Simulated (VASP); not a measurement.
As, 2 atoms in the cell. The structure is cubic, space group Fd-3m (No. 227). Conventional cell: a = 6.003 Å, b = 6.003 Å, c = 6.003 Å, α = 90.00°, β = 90.00°, γ = 90.00°. Within 3.4 Å of As (site symmetry -43m) lie 4 As at 2.60 Å.  This cell differs from its parent crystal: volume scaled by 0.88.

```yaml
Program: VASP 6.6.1
Task: single point
Functional: BLYP
Potentials_or_basis: VASP PAW PBE potentials, release 64 (As)
Cutoff: 520 eV
k_mesh: 10 × 10 × 10
Occupations: fermi-dirac, width 0.1 eV
Spin: no spin polarisation
Dipole_correction: no
Further_INCAR_settings: ALGO = Normal; EDIFF = 1e-06; NBANDS = 12
```

Potentials or basis: VASP PAW PBE potentials, release 64 (As).

Command:

```sh
$ cat potpaw_PBE.64/As/POTCAR > POTCAR
$ mpirun -np 1 vasp_std > vasp.out
```

Hardware: 1 thread of Intel(R) Xeon(R) 6975P-C (Granite Rapids) (shared host).

Problem. Estimate the wall time of this run.

Solution. Wall time 28 s on 1 thread of Intel(R) Xeon(R) 6975P-C (Granite Rapids), with other jobs on the host, peak memory 0.18 GiB. Counts: scf iterations 11, k points 47.
